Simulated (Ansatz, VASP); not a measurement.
# Ag: VASP beside Ansatz

```
CELL_PARAMETERS angstrom
0.00000 2.04310 2.10439
2.04310 0.00000 2.10439
2.04310 2.04310 0.00000
ATOMIC_POSITIONS crystal
Ag 0.00000 0.00000 0.00000
```

Change from the starting cell: strain +0.000 along x and y, +0.030 along z, atoms carried along.

Alike in both runs: task single point; functional PBE; k mesh 10 × 10 × 10; occupations gaussian, width 0.15 eV; no spin polarisation.

|  | VASP | Ansatz |
| --- | --- | --- |
| version | VASP 6.6.1 | Ansatz 0.2.0 |
| potentials or method | VASP PAW PBE potentials, release 64 (Ag), cutoff 520 eV | scalar-relativistic, plane waves, PAW |
| valence electrons in the cell | 11 | 19 |

```tsv
	VASP	Ansatz	Ansatz less VASP
gap on the k mesh at the Fermi level (eV)	none	none	-
pressure (GPa)	1.6	1.8	+0.13
traceless stress, the component that is largest in VASP (GPa)	-0.45	-0.47	-0.015
```

A gap of «none» marks a metal or a gap that the smearing closes. VASP's potentials hold 11 valence electrons a cell and Ansatz's 19, so a difference there can come from the potentials and not from the codes.
